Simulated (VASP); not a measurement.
# KF in VASP: further runs, part 2 of 3

VASP 6.6.1. Earlier steps stand in the parts before.

## (3) Single point, PBE (strain +0.000 along x and y, -0.025 along z)

The input, INCAR:

```
SYSTEM = KF
PREC = Accurate
ENCUT = 520
EDIFF = 1E-6
ISMEAR = 0
SIGMA = 0.05
LREAL = .False.
LASPH = .True.
NELM = 80
ALGO = Normal
ISIF = 2
LWAVE = .False.
LCHARG = .False.
GGA = PE
NBANDS = 15
```

The input, KPOINTS:

```
Automatic mesh
0
Gamma
  8 8 8
  0 0 0
```

The input, POSCAR:

```
KF
1.0
    0.0000000000      2.6735000000      2.6066625000
    2.6735000000      0.0000000000      2.6066625000
    2.6735000000      2.6735000000      0.0000000000
K F
1 1
Direct
    0.0000000000      0.0000000000      0.0000000000
    0.5000000000      0.5000000000      0.5000000000
```

Potentials or basis: VASP PAW PBE potentials, release 64 (K_sv, F).

Run with:

```
$ cat potpaw_PBE.64/K_sv/POTCAR potpaw_PBE.64/F/POTCAR > POTCAR
$ mpirun -np 1 vasp_std > vasp.out
```

OUTCAR:

```text
SYSTEM = KF
   PREC = Accurate
   ENCUT = 520
   EDIFF = 1E-6
   ISMEAR = 0
   LREAL = .False.
   LASPH = .True.
   NELM = 80
   ISIF = 2
   GGA = PE

 ion  position               nearest neighbor table
   1  0.000  0.000  0.000-   2 2.61   2 2.61   2 2.67   2 2.67   2 2.67   2 2.67
   2  0.500  0.500  0.500-   1 2.61   1 2.61   1 2.67   1 2.67   1 2.67   1 2.67

  LATTYP: Found a body centered tetragonal cell.
 ALAT       =     3.7808999590
 C/A-ratio  =     1.3788582233

  Lattice vectors:

 A1 = (   0.0000000000,  -2.6735000000,  -2.6066625000)
 A2 = (   0.0000000000,   2.6735000000,  -2.6066625000)
 A3 = (   2.6735000000,   0.0000000000,   2.6066625000)

Analysis of symmetry for initial positions (statically):
=====================================================================
 Subroutine PRICEL returns:
 Original cell was already a primitive cell.

 Routine SETGRP: Setting up the symmetry group for a
 body centered tetragonal supercell.

 Subroutine GETGRP returns: Found 16 space group operations
 (whereof 16 operations were pure point group operations)
 out of a pool of 16 trial point group operations.

The static configuration has the point symmetry D_4h.

Analysis of symmetry for dynamics (positions and initial velocities):
=====================================================================
 Subroutine PRICEL returns:
 Original cell was already a primitive cell.

 Routine SETGRP: Setting up the symmetry group for a
 body centered tetragonal supercell.

 Subroutine GETGRP returns: Found 16 space group operations
 (whereof 16 operations were pure point group operations)
 out of a pool of 16 trial point group operations.

The dynamic configuration has the point symmetry D_4h.

 Subroutine INISYM returns: Found 16 space group operations
 (whereof 16 operations are pure point group operations),
 and found     1 'primitive' translations

----------------------------------------------------------------------------------------

                                     Primitive cell

  volume of cell :      37.2628

  direct lattice vectors                    reciprocal lattice vectors
     0.000000000  2.673500000  2.606662500    -0.187020759  0.187020759  0.191816163
     2.673500000  0.000000000  2.606662500     0.187020759 -0.187020759  0.191816163
     2.673500000  2.673500000  0.000000000     0.187020759  0.187020759 -0.191816163

  length of vectors
     3.733937819  3.733937819  3.780899959     0.326721547  0.326721547  0.326721547

  position of ions in fractional coordinates (direct lattice)
     0.000000000  0.000000000  0.000000000
     0.500000000  0.500000000  0.500000000

  ion indices of the primitive-cell ions
   primitive index   ion index
                 1           1
                 2           2

----------------------------------------------------------------------------------------

 KPOINTS: Automatic mesh

Automatic generation of k-mesh.
 Grid dimensions read from file:
 generate k-points for:    8    8    8

 Generating k-lattice:

  Cartesian coordinates                     Fractional coordinates (reciprocal lattice)
    -0.023377595  0.023377595  0.023977020     0.125000000  0.000000000  0.000000000
     0.023377595 -0.023377595  0.023977020     0.000000000  0.125000000  0.000000000
     0.023377595  0.023377595 -0.023977020     0.000000000  0.000000000  0.125000000

  Length of vectors
     0.040840193  0.040840193  0.040840193

  Shift w.r.t. Gamma in fractional coordinates (k-lattice)
     0.000000000  0.000000000  0.000000000

 Subroutine IBZKPT returns following result:
 ===========================================

 Found     59 irreducible k-points:

 Following reciprocal coordinates:
            Coordinates               Weight
  0.000000  0.000000  0.000000      1.000000
  0.125000  0.000000  0.000000      8.000000
  0.250000  0.000000  0.000000      8.000000
  0.375000 -0.000000  0.000000      8.000000
  0.500000  0.000000  0.000000      4.000000
  0.125000  0.125000  0.000000      2.000000
[... 16 lines left out ...]
  0.250000  0.000000  0.125000     16.000000
  0.375000  0.000000  0.125000     16.000000
 [... further k-points ...]
   k-points           NKPTS =     59   k-points in BZ     NKDIM =     59   number of bands    NBANDS=     15
   number of dos      NEDOS =    301   number of ions     NIONS =      2
   total plane-waves  NPLWV =  21952
   dimension x,y,z NGX =    28 NGY =   28 NGZ =   28
   dimension x,y,z NGXF=    56 NGYF=   56 NGZF=   56
   ions per type =               1   1
   NGX,Y,Z   is equivalent  to a cutoff of  12.47, 12.47, 12.31 a.u.
   NGXF,Y,Z  is equivalent  to a cutoff of  24.93, 24.93, 24.62 a.u.
 SYSTEM =  KF
   PREC   = accura    normal or accurate (medium, high low for compatibility)
   ISTART =      0    job   : 0-new  1-cont  2-samecut
   ICHARG =      2    charge: 1-file 2-atom 10-const
   ISPIN  =      1    spin polarized calculation?
   LNONCOLLINEAR =      F non collinear calculations
   LSORBIT =      F    spin-orbit coupling
   LASPH  =      T    aspherical Exc in radial PAW
   ENCUT  =  520.0 eV  38.22 Ry    6.18 a.u.   6.94  6.94  7.03*2*pi/ulx,y,z
   NELM   =     80;   NELMIN=  2; NELMDL= -5     # of ELM steps
   EDIFF  = 0.1E-05   stopping-criterion for ELM
   LREAL  =      F    real-space projection
   EDIFFG = 0.1E-04   stopping-criterion for IOM
   NSW    =      0    number of steps for IOM
   IBRION =     -1    ionic relax: 0-MD 1-quasi-New 2-CG
   NFREE  =      0    steps in history (QN), initial steepest desc. (CG)
   ISIF   =      2    stress and relaxation
   ISYM   =      2    0-nonsym 1-usesym 2-fastsym
   POTIM  = 0.5000    time-step for ionic-motion
   TEBEG  =    0.0;   TEEND  =   0.0 temperature during run
   PSTRESS=    0.0 pullay stress
   NELECT =      16.0000    total number of electrons
   NUPDOWN=      -1.0000    fix difference up-down
   EMIN   =  10.00;   EMAX   =-10.00  energy-range for DOS
   EFERMI =   0.00;   METHOD = LEGACY
   ISMEAR =     0;   SIGMA  =   0.05  broadening in eV -4-tet -1-fermi 0-gaus
   EFERMI_NEDOS =   21; number of points for ismear=-14 and -15
   IALGO  =     38    algorithm
   IMIX   =      4    mixing-type and parameters
     AMIX     =   0.40;   BMIX     =  1.00
     AMIX_MAG =   1.60;   BMIX_MAG =  1.00
  volume/ion in A,a.u.               =      18.63       125.73
  Fermi-wavevector in a.u.,A,eV,Ry     =   1.235065  2.333934 20.754126  1.525385
  Thomas-Fermi vector in A             =   2.369730
   LORBIT       =      0    0 simple, 1 ext, 2 COOP (PROOUT), +10 PAW based schemes
   GGA     = PE    functional components
   LHFCALC =     F    Hartree Fock is set to
   AEXX    =    0.0000 exact exchange contribution
   IVDW    =     0    specifies the selected vdW correction
   LEPSILON=     F    determine dielectric tensor
   LRPA    =     F    only Hartree local field effects (RPA)
 non-spin polarized calculation
 Gauss-broadening in eV      SIGMA  =   0.05
  energy-cutoff  :      520.00
  volume of cell :       37.26
 maximum number of plane-waves:      1020
   NGX = 13   NGY = 13   NGZ = 13

 number of electron      16.0000010 magnetization

 Free energy of the ion-electron system (eV)
  ---------------------------------------------------
  ext. energy  EPLUGINS =         0.00000000
  ---------------------------------------------------
  free energy    TOTEN  =        -8.27527517 eV

  energy without entropy =       -8.27527517  energy(sigma->0) =       -8.27527517

 E-fermi :  -2.5082     XC(G=0):  -8.5100

 val. band max:       -2.7107046310   @ k =   0.0000   0.0000   0.0000
 cond. band min:       3.5460296641   @ k =   0.0000   0.0000   0.0000
 fundamental gap:      6.2567342951
 Fermi energy:        -2.5082428128

 k-point     1 :       0.0000    0.0000    0.0000
  band No.  band energies     occupation
      1     -28.8119      2.00000
      2     -21.4099      2.00000
      3     -12.0460      2.00000
      4     -12.0460      2.00000
      5     -12.0424      2.00000
      6      -2.7546      2.00000
      7      -2.7546      2.00000
      8      -2.7107      2.00000
      9       3.5460      0.00000
     10       7.9587      0.00000
     11       7.9587      0.00000
     12       8.1050      0.00000
     13       9.5813      0.00000
     14       9.8426      0.00000
[... 401 lines left out ...]
      2     -21.4788      2.00000
      3     -12.2825      2.00000
      4     -12.1234      2.00000
      5     -12.1095      2.00000
      6      -3.3466      2.00000
      7      -3.0095      2.00000
      8      -2.9442      2.00000
      9       6.0507      0.00000
     10       7.0942      0.00000
     11       9.1761      0.00000
     12       9.4681      0.00000
     13      10.7328      0.00000
     14      11.0184      0.00000
     15      14.9962      0.00000

 [... further k-points ...]
[... 5 lines left out ...]
  --------------------------------------------------------------------------------------
  -------------------------------------------------------------------------------------
  Total        0.4156015      0.4156015      0.8329415      0.0000000      0.0000000      0.0000000
  in kB       17.8695048     17.8695048     35.8137591      0.0000000      0.0000000      0.0000000
  external PRESSURE =      23.8509229 kB  Pullay stress =       0.0000000 kB

 VOLUME and BASIS-vectors are now :
 -----------------------------------------------------------------------------
  energy-cutoff  :      520.00
  volume of cell :       37.26
      direct lattice vectors                 reciprocal lattice vectors
     0.000000000  2.673500000  2.606662500    -0.187020759  0.187020759  0.191816163
     2.673500000  0.000000000  2.606662500     0.187020759 -0.187020759  0.191816163
     2.673500000  2.673500000  0.000000000     0.187020759  0.187020759 -0.191816163

 POSITION                                       TOTAL-FORCE (eV/Angst)
 -----------------------------------------------------------------------------------
      0.00000      0.00000      0.00000        -0.000000     -0.000000      0.000000
      2.67350      2.67350      2.60666         0.000000      0.000000      0.000000
 -----------------------------------------------------------------------------------
    total drift:                                0.000000      0.000000      0.000000

  FREE ENERGIE OF THE ION-ELECTRON SYSTEM (eV)
  ---------------------------------------------------
  free  energy   TOTEN  =        -8.2752751706 eV

  energy  without entropy=       -8.2752751706  energy(sigma->0) =       -8.27527517
```

Wall time 49 s (1 thread of Intel Xeon 8259CL, shared host); peak memory 0.17 GiB.

Results:

| Item | Value |
| --- | --- |
| Free energy | -8.2753 eV |
| Pressure | 2.4 GPa |
| Band gap on the k mesh | 6.26 eV |

Stress tensor (GPa, compression positive):
```
1.79 0.00 0.00
0.00 1.79 0.00
0.00 0.00 3.58
```

Levels at points of the mesh, in eV from the valence-band top:
```tsv
k point	band 6	band 7	band 8	band 9	band 10	band 11
(0.00, 0.00, 0.00)	-0.04	-0.04	0.00	6.26	10.67	10.67
(0.50, 0.00, 0.00)	-0.85	-0.40	-0.39	9.13	10.75	12.08
(0.50, 0.50, 0.00)	-0.18	-0.10	-0.10	8.13	10.42	12.13
(0.50, 0.00, 0.50)	-0.25	-0.10	-0.05	8.22	10.40	11.89
```

Caveat: the cell differs from its parent crystal (strain +0.000 along x and y, -0.025 along z). A k mesh can miss the band edges.

[end of part 2 of 3]
